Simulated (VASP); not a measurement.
# Zn7O8 (a cell with a defect) in VASP: a series of runs

The runs below take Zn7O8 (a cell with a defect) through single point, with PBE.

All numbers are computed with VASP 6.6.1; they aren't measurements. Logs are shortened: lines on timing, memory, paths and dates and some standing lists are left out, and cuts for length are marked.

### Step 1. The cell of the first run

The cell holds a defect, 15 atoms: a = 6.483 Å, b = 5.615 Å, c = 5.188 Å, α = 90.00°, β = 90.00°, γ = 90.00°.

### Step 2. Single point, PBE

INCAR reads:

```
ALGO = Normal ; EDIFF = 1E-6
ENCUT = 520 ; GGA = PE
ISIF = 2 ; ISMEAR = 0
LASPH = True ; LCHARG = False
LREAL = Auto ; LWAVE = False
NBANDS = 79 ; NELECT = 130.0
NELM = 80 ; PREC = Accurate
SIGMA = 0.02
```

KPOINTS reads:

```
k-points
0
Gamma
  2 2 2
```

POSCAR reads:

```
Zn7O8
1.0
   -3.2417000000     -5.6147890000      0.0000000000
    4.8625500000     -2.8073950000      0.0000000000
    0.0000000000      0.0000000000      5.1876000000
Zn O
7 8
Direct
    0.4854618499      0.3264272200      0.0066824736
    0.5261734415      0.6709957625      0.5181635053
    0.2584294820      0.1807828921      0.5162279281
   -0.0130610365      0.3247964623     -0.0070973090
    0.1604626013      0.7912981079      0.1109669211
    0.7165971643      0.8310409204      0.0065498496
    0.7623734676      0.1664902304      0.4965745239
    0.5127979902      0.3444269457      0.3878799445
    0.4833689934      0.6549876640      0.8853043797
    0.3180410389      0.8739720179      0.3822214512
    0.2369867826      0.1664739803      0.8867167862
    0.0110043912      0.2993571141      0.3641749557
   -0.0382764888      0.6543320082      0.9113108181
    0.7568031913      0.8421389816      0.3759027296
    0.7336267174      0.1598716167      0.8762404580
```

Potentials or basis: VASP PAW PBE potentials, release 64 (Zn, O).

Command:

```bash
cat potpaw_PBE.64/Zn/POTCAR potpaw_PBE.64/O/POTCAR > POTCAR
mpirun -np 1 vasp_std > vasp.out
```

OUTCAR:

```text
EDIFF = 1E-6
   ENCUT = 520
   GGA = PE
   ISIF = 2
   ISMEAR = 0
   LASPH = True
   LREAL = Auto
   NELECT = 130.0
   NELM = 80
   PREC = Accurate

 ion  position               nearest neighbor table
   1  0.485  0.326  0.007-  11 1.95   9 1.95  15 1.98   8 1.99
   2  0.526  0.671  0.518-  10 1.90  14 1.92   9 1.93   8 1.96   6 2.96
   3  0.258  0.181  0.516-  10 1.90  12 1.91  11 1.93   8 2.00
   4  0.987  0.325  0.993-  13 1.91  11 1.93  12 1.94  15 1.98   5 2.92
   5  0.160  0.791  0.111-  10 1.80  13 1.82  11 2.46   4 2.92   6 2.94
   6  0.717  0.831  0.007-   9 1.91  14 1.93  13 1.94  15 1.97   5 2.94   2 2.96
   7  0.762  0.166  0.497-  12 1.90  14 1.93  15 1.98   8 1.98
   8  0.513  0.344  0.388-   2 1.96   7 1.98   1 1.99   3 2.00
   9  0.483  0.655  0.885-   6 1.91   2 1.93   1 1.95
  10  0.318  0.874  0.382-   5 1.80   3 1.90   2 1.90
  11  0.237  0.166  0.887-   3 1.93   4 1.93   1 1.95   5 2.46
  12  0.011  0.299  0.364-   7 1.90   3 1.91   4 1.94
  13  0.962  0.654  0.911-   5 1.82   4 1.91   6 1.94
  14  0.757  0.842  0.376-   2 1.92   7 1.93   6 1.93
  15  0.734  0.160  0.876-   6 1.97   7 1.98   4 1.98   1 1.98

  LATTYP: Found a simple orthorhombic cell.
 ALAT       =     5.1876000000
 B/A-ratio  =     1.0823481624
 C/A-ratio  =     1.2497879387

  Lattice vectors:

 A1 = (   0.0000000000,   0.0000000000,  -5.1876000000)
 A2 = (   4.8625500000,  -2.8073950000,   0.0000000000)
 A3 = (  -3.2417000000,  -5.6147890000,   0.0000000000)

Analysis of symmetry for initial positions (statically):
=====================================================================
 Subroutine PRICEL returns:
 Original cell was already a primitive cell.

 Routine SETGRP: Setting up the symmetry group for a
 simple orthorhombic supercell.

 Subroutine GETGRP returns: Found  1 space group operations
 (whereof  1 operations were pure point group operations)
 out of a pool of  8 trial point group operations.

The static configuration has the point symmetry C_1 .

Analysis of symmetry for dynamics (positions and initial velocities):
=====================================================================
 Subroutine PRICEL returns:
 Original cell was already a primitive cell.

 Routine SETGRP: Setting up the symmetry group for a
 simple orthorhombic supercell.

 Subroutine GETGRP returns: Found  1 space group operations
 (whereof  1 operations were pure point group operations)
 out of a pool of  8 trial point group operations.

The dynamic configuration has the point symmetry C_1 .

 Subroutine INISYM returns: Found  1 space group operations
 (whereof  1 operations are pure point group operations),
 and found     1 'primitive' translations

----------------------------------------------------------------------------------------

                                     Primitive cell

  volume of cell :     188.8438

  direct lattice vectors                    reciprocal lattice vectors
    -3.241700000 -5.614789000  0.000000000    -0.077120040 -0.133575806  0.000000000
     4.862550000 -2.807395000  0.000000000     0.154240052 -0.089050537  0.000000000
     0.000000000  0.000000000  5.187600000     0.000000000  0.000000000  0.192767368

  length of vectors
     6.483399911  5.614789327  5.187600000     0.154240061  0.178101072  0.192767368

  position of ions in fractional coordinates (direct lattice)
     0.485461850  0.326427220  0.006682474
     0.526173441  0.670995762  0.518163505
     0.258429482  0.180782892  0.516227928
     0.986938964  0.324796462  0.992902691
     0.160462601  0.791298108  0.110966921
     0.716597164  0.831040920  0.006549850
     0.762373468  0.166490230  0.496574524
     0.512797990  0.344426946  0.387879944
     0.483368993  0.654987664  0.885304380
     0.318041039  0.873972018  0.382221451
     0.236986783  0.166473980  0.886716786
     0.011004391  0.299357114  0.364174956
     0.961723511  0.654332008  0.911310818
     0.756803191  0.842138982  0.375902730
     0.733626717  0.159871617  0.876240458

  ion indices of the primitive-cell ions
   primitive index   ion index
                 1           1
                 2           2
                 3           3
                 4           4
                 5           5
                 6           6
                 7           7
                 8           8
                 9           9
                10          10
                11          11
                12          12
                13          13
                14          14
                15          15

----------------------------------------------------------------------------------------

 KPOINTS: k-points

Automatic generation of k-mesh.
 Grid dimensions read from file:
 generate k-points for:    2    2    2

 Generating k-lattice:

  Cartesian coordinates                     Fractional coordinates (reciprocal lattice)
    -0.038560020 -0.066787903  0.000000000     0.500000000  0.000000000  0.000000000
     0.077120026 -0.044525269  0.000000000    -0.000000000  0.500000000  0.000000000
     0.000000000  0.000000000  0.096383684     0.000000000  0.000000000  0.500000000

  Length of vectors
     0.077120031  0.089050536  0.096383684

  Shift w.r.t. Gamma in fractional coordinates (k-lattice)
     0.000000000  0.000000000  0.000000000

 Subroutine IBZKPT returns following result:
 ===========================================

 Found      8 irreducible k-points:

 Following reciprocal coordinates:
            Coordinates               Weight
  0.000000  0.000000  0.000000      1.000000
  0.500000  0.000000  0.000000      1.000000
  0.000000  0.500000  0.000000      1.000000
  0.500000  0.500000  0.000000      1.000000
  0.000000  0.000000  0.500000      1.000000
  0.500000  0.000000  0.500000      1.000000
  0.000000  0.500000  0.500000      1.000000
  0.500000  0.500000  0.500000      1.000000
   k-points           NKPTS =      8   k-points in BZ     NKDIM =      8   number of bands    NBANDS=     79
   number of dos      NEDOS =    301   number of ions     NIONS =     15
   total plane-waves  NPLWV =  80640
   dimension x,y,z NGX =    48 NGY =   42 NGZ =   40
   dimension x,y,z NGXF=    96 NGYF=   84 NGZF=   80
   ions per type =               7   8
   NGX,Y,Z   is equivalent  to a cutoff of  12.31, 12.44, 12.82 a.u.
   NGXF,Y,Z  is equivalent  to a cutoff of  24.62, 24.87, 25.64 a.u.
 SYSTEM =  unknown system
   PREC   = accura    normal or accurate (medium, high low for compatibility)
   ISTART =      0    job   : 0-new  1-cont  2-samecut
   ICHARG =      2    charge: 1-file 2-atom 10-const
   ISPIN  =      1    spin polarized calculation?
   LNONCOLLINEAR =      F non collinear calculations
   LSORBIT =      F    spin-orbit coupling
   LASPH  =      T    aspherical Exc in radial PAW
   ENCUT  =  520.0 eV  38.22 Ry    6.18 a.u.  12.05 10.44  9.65*2*pi/ulx,y,z
   NELM   =     80;   NELMIN=  2; NELMDL= -5     # of ELM steps
   EDIFF  = 0.1E-05   stopping-criterion for ELM
   LREAL  =      T    real-space projection
   EDIFFG = 0.1E-04   stopping-criterion for IOM
   NSW    =      0    number of steps for IOM
   IBRION =     -1    ionic relax: 0-MD 1-quasi-New 2-CG
   NFREE  =      0    steps in history (QN), initial steepest desc. (CG)
   ISIF   =      2    stress and relaxation
   ISYM   =      2    0-nonsym 1-usesym 2-fastsym
   POTIM  = 0.5000    time-step for ionic-motion
   TEBEG  =    0.0;   TEEND  =   0.0 temperature during run
   PSTRESS=    0.0 pullay stress
   NELECT =     130.0000    total number of electrons
   NUPDOWN=      -1.0000    fix difference up-down
   EMIN   =  10.00;   EMAX   =-10.00  energy-range for DOS
   EFERMI =   0.00;   METHOD = LEGACY
   ISMEAR =     0;   SIGMA  =   0.02  broadening in eV -4-tet -1-fermi 0-gaus
   EFERMI_NEDOS =   21; number of points for ismear=-14 and -15
   IALGO  =     38    algorithm
   IMIX   =      4    mixing-type and parameters
     AMIX     =   0.40;   BMIX     =  1.00
     AMIX_MAG =   1.60;   BMIX_MAG =  1.00
  volume/ion in A,a.u.               =      12.59        84.96
  Fermi-wavevector in a.u.,A,eV,Ry     =   1.445512  2.731622 28.429440  2.089505
  Thomas-Fermi vector in A             =   2.563685
   LORBIT       =      0    0 simple, 1 ext, 2 COOP (PROOUT), +10 PAW based schemes
   GGA     = PE    functional components
   LHFCALC =     F    Hartree Fock is set to
   AEXX    =    0.0000 exact exchange contribution
   IVDW    =     0    specifies the selected vdW correction
   LEPSILON=     F    determine dielectric tensor
   LRPA    =     F    only Hartree local field effects (RPA)
 non-spin polarized calculation
 Gauss-broadening in eV      SIGMA  =   0.02
  energy-cutoff  :      520.00
  volume of cell :      188.84
 maximum number of plane-waves:      5116
   NGX = 25   NGY = 21   NGZ = 19

 number of electron     130.0000031 magnetization

 Free energy of the ion-electron system (eV)
  ---------------------------------------------------
  ext. energy  EPLUGINS =         0.00000000
  ---------------------------------------------------
  free energy    TOTEN  =       -63.86582357 eV

  energy without entropy =      -63.86289610  energy(sigma->0) =      -63.86435983

 E-fermi :  -0.2974     XC(G=0): -10.2448

 val. band max:       -0.3032636010   @ k =   0.5000   0.0000   0.0000
 cond. band min:      -0.2895695522   @ k =   0.0000   0.0000   0.5000
 fundamental gap:      0.0136940487
 Fermi energy:        -0.2974355905

 k-point     1 :       0.0000    0.0000    0.0000
  band No.  band energies     occupation
      1     -17.8649      2.00000
      2     -17.3201      2.00000
      3     -17.2499      2.00000
      4     -17.0831      2.00000
      5     -17.0282      2.00000
      6     -17.0006      2.00000
[... 629 lines left out ...]
     76       9.2042      0.00000
     77       9.6578      0.00000
 [bands above 77 left out]

------------------------ aborting loop because EDIFF is reached ----------------------------------------

  FORCE on cell =-STRESS in cart. coord.  units (eV):
  Direction    XX          YY          ZZ          XY          YZ          ZX
  --------------------------------------------------------------------------------------
  -------------------------------------------------------------------------------------
  Total       -8.8437331     -9.5196801     -7.1496976     -0.2836657     -3.1926673      0.1949082
  in kB      -75.0314695    -80.7662983    -60.6590351     -2.4066597    -27.0870365      1.6536282
  external PRESSURE =     -72.1522676 kB  Pullay stress =       0.0000000 kB

 VOLUME and BASIS-vectors are now :
 -----------------------------------------------------------------------------
  energy-cutoff  :      520.00
  volume of cell :      188.84
      direct lattice vectors                 reciprocal lattice vectors
    -3.241700000 -5.614789000  0.000000000    -0.077120040 -0.133575806  0.000000000
     4.862550000 -2.807395000  0.000000000     0.154240052 -0.089050537  0.000000000
     0.000000000  0.000000000  5.187600000     0.000000000  0.000000000  0.192767368

 POSITION                                       TOTAL-FORCE (eV/Angst)
 -----------------------------------------------------------------------------------
      0.01355     -3.64218      0.03467        -0.028382      0.020656      0.040482
      1.55705     -4.83810      2.68803        -0.013403      0.089300      0.072133
      0.04132     -1.95856      2.67798         0.026994      0.020499      0.046316
     -1.62002     -6.45329      5.15078         0.037398      0.016037      0.050596
      3.32755     -3.12245      0.57565        -0.056746     -0.729091     -0.837539
      1.71798     -6.35660      0.03398        -0.036372     -0.050423      0.021532
     -1.66182     -4.74797      2.57603         0.021637      0.041402      0.058338
      0.01246     -3.84619      2.01217         0.001344      0.045261      0.059694
      1.61797     -4.55282      4.59261         0.146142      0.131555      0.158389
      3.21874     -4.23932      1.98281        -0.013558      0.072341      0.203952
      0.04125     -1.79799      4.59993        -0.169795      0.136819      0.138989
      1.41997     -0.90220      1.88919         0.012077      0.031402      0.046215
      0.06410     -7.23684      4.72752         0.007597      0.032095     -0.167683
      1.64161     -6.61351      1.95003         0.064776      0.140240      0.070546
     -1.60081     -4.56798      4.54558         0.000292      0.001908      0.038039
 -----------------------------------------------------------------------------------
    total drift:                               -0.011088     -0.005423     -0.000016

  FREE ENERGIE OF THE ION-ELECTRON SYSTEM (eV)
  ---------------------------------------------------
  free  energy   TOTEN  =       -63.8658235689 eV

  energy  without entropy=      -63.8628960970  energy(sigma->0) =      -63.86435983
```

It took 3.4 min on 1 thread of AMD EPYC 7R13 (Zen 3), shared host; peak memory 0.27 GiB.

What came out:

```
Free energy   : -63.8658 eV
Largest force : 1.112 eV/Å
```

Forces on the atoms (eV/Å):
```
Zn  -0.028  0.021  0.040
Zn  -0.013  0.089  0.072
Zn   0.027  0.020  0.046
Zn   0.037  0.016  0.051
Zn  -0.057 -0.729 -0.838
Zn  -0.036 -0.050  0.022
Zn   0.022  0.041  0.058
O    0.001  0.045  0.060
O    0.146  0.132  0.158
O   -0.014  0.072  0.204
O   -0.170  0.137  0.139
O    0.012  0.031  0.046
O    0.008  0.032 -0.168
O    0.065  0.140  0.071
O    0.000  0.002  0.038
```

Levels at points of the mesh, in eV from the Fermi level:
| k point | band 60 | band 61 | band 62 | band 63 | band 64 | band 65 | band 66 | band 67 | band 68 | band 69 |
| --- | --- | --- | --- | --- | --- | --- | --- | --- | --- | --- |
| (0.00, 0.00, 0.00) | -0.56 | -0.45 | -0.29 | -0.20 | -0.07 | 0.30 | 0.36 | 0.38 | 2.48 | 6.66 |
| (0.50, 0.00, 0.00) | -0.80 | -0.64 | -0.52 | -0.24 | -0.01 | 0.09 | 0.17 | 0.22 | 4.09 | 4.44 |
| (0.00, 0.50, 0.00) | -0.54 | -0.36 | -0.25 | -0.17 | -0.09 | 0.03 | 0.10 | 0.11 | 4.29 | 4.81 |
| (0.50, 0.50, 0.00) | -0.67 | -0.43 | -0.32 | -0.30 | -0.26 | -0.13 | 0.07 | 0.15 | 5.31 | 5.50 |
| (0.00, 0.00, 0.50) | -0.68 | -0.64 | -0.62 | -0.25 | 0.01 | 0.08 | 0.12 | 0.15 | 4.57 | 5.09 |
| (0.50, 0.00, 0.50) | -0.73 | -0.60 | -0.56 | -0.40 | -0.27 | -0.20 | -0.07 | 0.03 | 5.42 | 5.81 |
| (0.00, 0.50, 0.50) | -0.65 | -0.61 | -0.53 | -0.51 | -0.48 | -0.16 | -0.11 | -0.05 | 5.62 | 5.76 |
| (0.50, 0.50, 0.50) | -0.84 | -0.73 | -0.62 | -0.58 | -0.53 | -0.25 | -0.12 | -0.06 | 6.07 | 6.25 |

Caveat: the k points lie up to 0.61 Å⁻¹ apart; the cell carries a net charge on a neutralising background, which shifts energy and pressure; the cell is charged against a uniform background, so pressure and absolute levels hang on convention.

(Part 1 of 2 ends here.)
